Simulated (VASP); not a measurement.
Crystal: Sc.

```
CELL_PARAMETERS angstrom
3.29122 0.00000 0.00000
-1.64561 2.85028 0.00000
0.00000 0.00000 5.33257
ATOMIC_POSITIONS crystal
Sc 0.33333 0.66667 0.25000
Sc 0.66667 0.33333 0.75000
```

| Quantity | Value |
| --- | --- |
| Program | VASP 6.6.1 |
| Task | relaxation of cell and atoms |
| Functional | LDA |
| Potentials or basis | VASP PAW LDA potentials, release 64 (Sc_sv) |
| Cutoff | 600 eV |
| k mesh | 21 × 21 × 12 |
| Occupations | gaussian, width 0.1 eV |
| Spin | no spin polarisation |

At the start: pressure -5.2 GPa; volume 25.01 Å³/atom.

Problem. Where does the relaxation end?

Solution. Over 11 steps the energy falls by 50.7 meV/atom and the volume is 22.58 Å³/atom (-9.7 %); space group P6_3/mmc (No. 194, to 0.1 Å) before and after.

The path:
```
step  energy change (eV)  largest force (eV/Å)  pressure (GPa)  volume (Å³)
   1              0.0000                0.0000           -5.22        50.02
   2             -0.0934                0.0000            1.21        44.34
   3             -0.0953                0.0000            0.33        44.97
   4             -0.0952                0.0000            0.17        45.07
   5             -0.1001                0.0000            0.03        45.15
   6             -0.1015                0.0000           -0.07        45.20
   7             -0.1015                0.0000           -0.07        45.21
   8             -0.1015                0.0000           -0.08        45.21
   9             -0.1015                0.0000            0.04        45.13
  10             -0.1015                0.0000           -0.01        45.15
  11             -0.1015                0.0000           -0.01        45.15
```

Final structure:
```
CELL_PARAMETERS angstrom
3.23309 0.00000 0.00000
-1.61655 2.79994 0.00000
0.00000 0.00000 4.98784
ATOMIC_POSITIONS crystal
Sc 0.33333 0.66667 0.25000
Sc 0.66667 0.33333 0.75000
```
